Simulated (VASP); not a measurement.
# BaTiO3 (Barioperovskite) (Amm2) in VASP: single point with PBE

Aim: the single point of BaTiO3 (Barioperovskite) with PBE.

Program: VASP 6.6.1. These are calculated values, not measurements. Logs are shortened: lines on timing, memory, paths and dates and some standing lists are left out, and cuts for length are marked.

## 1. The cell of the first run

Symmetry: Amm2, No. 38, orthorhombic system. Conventional cell: a = 3.972 Å, b = 5.782 Å, c = 5.833 Å, α = 90.00°, β = 90.00°, γ = 90.00°. Within 3.7 Å of Ba (site symmetry mm2) lie 12 O at 2.77 to 3.06 Å and 8 Ti at 3.45 to 3.61 Å. Within 2.4 Å of Ti (site symmetry mm2) lie 6 O at 1.85 to 2.27 Å. O (site symmetry mm2) has 2 Ti at 2.00 Å within 2.6 Å. O (site symmetry m) has 2 Ti at 1.85 to 2.27 Å within 2.4 Å.

## 2. Single point, PBE

Input file INCAR:

```
ALGO = Normal
EDIFF = 1E-6
ENCUT = 600
GGA = PE
GGA_COMPAT = False
ISIF = 2
ISMEAR = 0
LASPH = True
LCHARG = False
LREAL = False
LWAVE = False
NBANDS = 28
NELM = 120
PREC = Accurate
SIGMA = 0.01
```

Input file KPOINTS:

```
k-points
0
Gamma
  8 8 8
```

Input file POSCAR:

```
BaTiO3
1.0
    3.9715402874      0.0000000000      0.0000000000
    0.0000000000      2.8910421960      2.9165474356
    0.0000000000     -2.8910421960      2.9165474356
Ba Ti O
1 1 3
Direct
    0.0000000000      0.0117485423      0.0117485423
    0.5000000000      0.5279831316      0.5279831316
    0.0000000000      0.4873187740      0.4873187740
    0.5000000000      0.4933725716      0.9764569805
    0.5000000000      0.9764569805      0.4933725716
```

Potentials or basis: VASP PAW PBE potentials, release 64 (Ba_sv, Ti_sv, O).

On the command line:

```bash
$ cat potpaw_PBE.64/Ba_sv/POTCAR potpaw_PBE.64/Ti_sv/POTCAR potpaw_PBE.64/O/POTCAR > POTCAR
$ mpirun -np 1 vasp_std > vasp.out
```

OUTCAR:

```text
EDIFF = 1E-6
   ENCUT = 600
   GGA = PE
   ISIF = 2
   ISMEAR = 0
   LASPH = True
   LREAL = False
   NELM = 120
   PREC = Accurate

 ion  position               nearest neighbor table
   1  0.000  0.012  0.012-   3 2.77   4 2.81   5 2.81   4 2.81   5 2.81   3 2.89   3 2.89   5 2.92
                             4 2.92   5 2.92   4 2.92   3 3.06   2 3.45   2 3.45   2 3.51   2 3.51
   2  0.500  0.528  0.528-   4 1.85   5 1.85   3 2.00   3 2.00   5 2.27   4 2.27   1 3.45   1 3.45
                             1 3.51   1 3.51   1 3.51   1 3.51   1 3.61   1 3.61
   3  0.000  0.487  0.487-   2 2.00   2 2.00   1 2.77   1 2.89   1 2.89   1 3.06
   4  0.500  0.493  0.976-   2 1.85   2 2.27   1 2.81   1 2.81   1 2.92   1 2.92
   5  0.500  0.976  0.493-   2 1.85   2 2.27   1 2.81   1 2.81   1 2.92   1 2.92

  LATTYP: Found a base centered orthorhombic cell.
 ALAT       =     5.7820843920
 B/A-ratio  =     1.0088221610
 C/A-ratio  =     0.6868699967

  Lattice vectors:

 A1 = (   0.0000000000,   2.8910421960,  -2.9165474356)
 A2 = (   0.0000000000,   2.8910421960,   2.9165474356)
 A3 = (   3.9715402874,   0.0000000000,   0.0000000000)

Analysis of symmetry for initial positions (statically):
=====================================================================
 Subroutine PRICEL returns:
 Original cell was already a primitive cell.

 Routine SETGRP: Setting up the symmetry group for a
 base centered orthorhombic supercell.

 Subroutine GETGRP returns: Found  4 space group operations
 (whereof  4 operations were pure point group operations)
 out of a pool of  8 trial point group operations.

The static configuration has the point symmetry C_2v.

Analysis of symmetry for dynamics (positions and initial velocities):
=====================================================================
 Subroutine PRICEL returns:
 Original cell was already a primitive cell.

 Routine SETGRP: Setting up the symmetry group for a
 base centered orthorhombic supercell.

 Subroutine GETGRP returns: Found  4 space group operations
 (whereof  4 operations were pure point group operations)
 out of a pool of  8 trial point group operations.

The dynamic configuration has the point symmetry C_2v.

 Subroutine INISYM returns: Found  4 space group operations
 (whereof  4 operations are pure point group operations),
 and found     1 'primitive' translations

----------------------------------------------------------------------------------------

                                     Primitive cell

  volume of cell :      66.9750

  direct lattice vectors                    reciprocal lattice vectors
     3.971540287  0.000000000  0.000000000     0.251791478  0.000000000  0.000000000
     0.000000000  2.891042196  2.916547436     0.000000000  0.172948012  0.171435580
     0.000000000 -2.891042196  2.916547436     0.000000000 -0.172948012  0.171435580

  length of vectors
     3.971540287  4.106625613  4.106625613     0.251791478  0.243518321  0.243518321

  position of ions in fractional coordinates (direct lattice)
     0.000000000  0.011748542  0.011748542
     0.500000000  0.527983132  0.527983132
     0.000000000  0.487318774  0.487318774
     0.500000000  0.493372572  0.976456980
     0.500000000  0.976456980  0.493372572

  ion indices of the primitive-cell ions
   primitive index   ion index
                 1           1
                 2           2
                 3           3
                 4           4
                 5           5

----------------------------------------------------------------------------------------

 KPOINTS: k-points

Automatic generation of k-mesh.
 Grid dimensions read from file:
 generate k-points for:    8    8    8

 Generating k-lattice:

  Cartesian coordinates                     Fractional coordinates (reciprocal lattice)
     0.031473935  0.000000000  0.000000000     0.125000000  0.000000000  0.000000000
     0.000000000  0.021618501  0.021429447     0.000000000  0.125000000 -0.000000000
     0.000000000 -0.021618501  0.021429447     0.000000000 -0.000000000  0.125000000

  Length of vectors
     0.031473935  0.030439790  0.030439790

  Shift w.r.t. Gamma in fractional coordinates (k-lattice)
     0.000000000  0.000000000  0.000000000

 Subroutine IBZKPT returns following result:
 ===========================================

 Found    105 irreducible k-points:

 Following reciprocal coordinates:
            Coordinates               Weight
  0.000000  0.000000  0.000000      1.000000
  0.125000  0.000000  0.000000      2.000000
  0.250000  0.000000  0.000000      2.000000
  0.375000  0.000000  0.000000      2.000000
  0.500000  0.000000  0.000000      1.000000
  0.000000  0.125000 -0.000000      4.000000
[... 16 lines left out ...]
  0.250000  0.500000 -0.000000      4.000000
  0.375000  0.500000 -0.000000      4.000000
 [... further k-points ...]
   k-points           NKPTS =    105   k-points in BZ     NKDIM =    105   number of bands    NBANDS=     28
   number of dos      NEDOS =    301   number of ions     NIONS =      5
   total plane-waves  NPLWV =  41472
   dimension x,y,z NGX =    32 NGY =   36 NGZ =   36
   dimension x,y,z NGXF=    64 NGYF=   72 NGZF=   72
   ions per type =               1   1   3
   NGX,Y,Z   is equivalent  to a cutoff of  13.39, 14.57, 14.57 a.u.
   NGXF,Y,Z  is equivalent  to a cutoff of  26.79, 29.15, 29.15 a.u.
 SYSTEM =  unknown system
   PREC   = accura    normal or accurate (medium, high low for compatibility)
   ISTART =      0    job   : 0-new  1-cont  2-samecut
   ICHARG =      2    charge: 1-file 2-atom 10-const
   ISPIN  =      1    spin polarized calculation?
   LNONCOLLINEAR =      F non collinear calculations
   LSORBIT =      F    spin-orbit coupling
   LASPH  =      T    aspherical Exc in radial PAW
   ENCUT  =  600.0 eV  44.10 Ry    6.64 a.u.   7.93  8.20  8.20*2*pi/ulx,y,z
   NELM   =    120;   NELMIN=  2; NELMDL= -5     # of ELM steps
   EDIFF  = 0.1E-05   stopping-criterion for ELM
   LREAL  =      F    real-space projection
   EDIFFG = 0.1E-04   stopping-criterion for IOM
   NSW    =      0    number of steps for IOM
   IBRION =     -1    ionic relax: 0-MD 1-quasi-New 2-CG
   NFREE  =      0    steps in history (QN), initial steepest desc. (CG)
   ISIF   =      2    stress and relaxation
   ISYM   =      2    0-nonsym 1-usesym 2-fastsym
   POTIM  = 0.5000    time-step for ionic-motion
   TEBEG  =    0.0;   TEEND  =   0.0 temperature during run
   PSTRESS=    0.0 pullay stress
   NELECT =      40.0000    total number of electrons
   NUPDOWN=      -1.0000    fix difference up-down
   EMIN   =  10.00;   EMAX   =-10.00  energy-range for DOS
   EFERMI =   0.00;   METHOD = LEGACY
   ISMEAR =     0;   SIGMA  =   0.01  broadening in eV -4-tet -1-fermi 0-gaus
   EFERMI_NEDOS =   21; number of points for ismear=-14 and -15
   IALGO  =     38    algorithm
   IMIX   =      4    mixing-type and parameters
     AMIX     =   0.40;   BMIX     =  1.00
     AMIX_MAG =   1.60;   BMIX_MAG =  1.00
  volume/ion in A,a.u.               =      13.39        90.39
  Fermi-wavevector in a.u.,A,eV,Ry     =   1.378661  2.605291 25.860660  1.900705
  Thomas-Fermi vector in A             =   2.503702
   LORBIT       =      0    0 simple, 1 ext, 2 COOP (PROOUT), +10 PAW based schemes
   GGA     = PE    functional components
   LHFCALC =     F    Hartree Fock is set to
   AEXX    =    0.0000 exact exchange contribution
   IVDW    =     0    specifies the selected vdW correction
   LEPSILON=     F    determine dielectric tensor
   LRPA    =     F    only Hartree local field effects (RPA)
 non-spin polarized calculation
 Gauss-broadening in eV      SIGMA  =   0.01
  energy-cutoff  :      600.00
  volume of cell :       66.97
 maximum number of plane-waves:      2258
 NGX is ok and might be reduce to    32
   NGX = 15   NGY = 17   NGZ = 17

 number of electron      39.9999995 magnetization

 Free energy of the ion-electron system (eV)
  ---------------------------------------------------
  ext. energy  EPLUGINS =         0.00000000
  ---------------------------------------------------
  free energy    TOTEN  =       -40.05999114 eV

  energy without entropy =      -40.05999114  energy(sigma->0) =      -40.05999114

 E-fermi :   3.5843     XC(G=0): -11.0014

 val. band max:        3.4987926047   @ k =   0.5000   0.5000   0.5000
 cond. band min:       5.8489784853   @ k =   0.0000   0.0000   0.0000
 fundamental gap:      2.3501858805
 Fermi energy:         3.5842821644

 k-point     1 :       0.0000    0.0000    0.0000
  band No.  band energies     occupation
      1     -52.8759      2.00000
      2     -29.1587      2.00000
      3     -29.1571      2.00000
      4     -29.0726      2.00000
      5     -21.4833      2.00000
      6     -13.2850      2.00000
[... 20 lines left out ...]
     27       8.6760      0.00000
     28      10.3245      0.00000

 k-point     2 :       0.1250    0.0000    0.0000
  band No.  band energies     occupation
      1     -52.8758      2.00000
      2     -29.1584      2.00000
      3     -29.1568      2.00000
      4     -29.0808      2.00000
      5     -21.4675      2.00000
      6     -13.2860      2.00000
[... 20 lines left out ...]
     27       8.9617      0.00000
     28      10.7084      0.00000

 k-point     3 :       0.2500    0.0000    0.0000
  band No.  band energies     occupation
      1     -52.8754      2.00000
      2     -29.1576      2.00000
      3     -29.1560      2.00000
      4     -29.1004      2.00000
      5     -21.4287      2.00000
      6     -13.3292      2.00000
[... 20 lines left out ...]
     27       9.6440      0.00000
     28      11.6165      0.00000

 k-point     4 :       0.3750    0.0000    0.0000
  band No.  band energies     occupation
      1     -52.8750      2.00000
      2     -29.1568      2.00000
      3     -29.1553      2.00000
      4     -29.1199      2.00000
      5     -21.3893      2.00000
      6     -13.4125      2.00000
[... 578 lines left out ...]
     27      11.0323      0.00000
     28      11.7640      0.00000

 k-point    23 :       0.2500    0.5000   -0.0000
  band No.  band energies     occupation
      1     -52.8747      2.00000
      2     -29.1942      2.00000
      3     -29.1554      2.00000
      4     -29.0984      2.00000
      5     -21.3583      2.00000
      6     -13.2044      2.00000
[... 20 lines left out ...]
     27      11.6333      0.00000
     28      11.9401      0.00000

 k-point    24 :       0.3750    0.5000   -0.0000
  band No.  band energies     occupation
      1     -52.8743      2.00000
      2     -29.1930      2.00000
      3     -29.1546      2.00000
      4     -29.1176      2.00000
      5     -21.3306      2.00000
      6     -13.0178      2.00000
[... 20 lines left out ...]
     27      11.3583      0.00000
     28      12.6582      0.00000

 [... further k-points ...]

------------------------ aborting loop because EDIFF is reached ----------------------------------------

  FORCE on cell =-STRESS in cart. coord.  units (eV):
  Direction    XX          YY          ZZ          XY          YZ          ZX
  --------------------------------------------------------------------------------------
  -------------------------------------------------------------------------------------
  Total        0.5808428      0.5987574      0.5707049      0.0000000      0.0000000      0.0000000
  in kB       13.8949424     14.3234957     13.6524243      0.0000000      0.0000000      0.0000000
  external PRESSURE =      13.9569541 kB  Pullay stress =       0.0000000 kB

 VOLUME and BASIS-vectors are now :
 -----------------------------------------------------------------------------
  energy-cutoff  :      600.00
  volume of cell :       66.97
      direct lattice vectors                 reciprocal lattice vectors
     3.971540287  0.000000000  0.000000000     0.251791478  0.000000000  0.000000000
     0.000000000  2.891042196  2.916547436     0.000000000  0.172948012  0.171435580
     0.000000000 -2.891042196  2.916547436     0.000000000 -0.172948012  0.171435580

 POSITION                                       TOTAL-FORCE (eV/Angst)
 -----------------------------------------------------------------------------------
      0.00000      0.00000      0.06853         0.000000      0.000000     -0.045764
      1.98577      0.00000      3.07978         0.000000      0.000000     -0.086146
      0.00000      0.00000      2.84258         0.000000      0.000000      0.022247
      1.98577     -1.39662      4.28683         0.000000     -0.033122      0.054832
      1.98577      1.39662      4.28683         0.000000      0.033122      0.054832
 -----------------------------------------------------------------------------------
    total drift:                                0.000000      0.000001     -0.000030

  FREE ENERGIE OF THE ION-ELECTRON SYSTEM (eV)
  ---------------------------------------------------
  free  energy   TOTEN  =       -40.0599911425 eV

  energy  without entropy=      -40.0599911425  energy(sigma->0) =      -40.05999114
```

It took 4.5 min on 1 thread of Intel Xeon 6975P-C, shared host; peak memory 0.37 GiB.

What came out:

```yaml
Free_energy: -40.0600 eV
Pressure: 1.4 GPa
Largest_force: 0.086 eV/Å
Band_gap_on_the_k_mesh: 2.35 eV, indirect (least direct gap 2.89 eV)
```

Forces in eV/Å, atoms in the order of the input:
```
Ba   0.000  0.000 -0.046
Ti   0.000  0.000 -0.086
O    0.000  0.000  0.022
O    0.000 -0.033  0.055
O    0.000  0.033  0.055
```

Caveat: spin-orbit coupling is left out, which moves the levels of the heavy elements. Expect the measured gap to be larger: semilocal functionals such as PBE lack the derivative discontinuity.
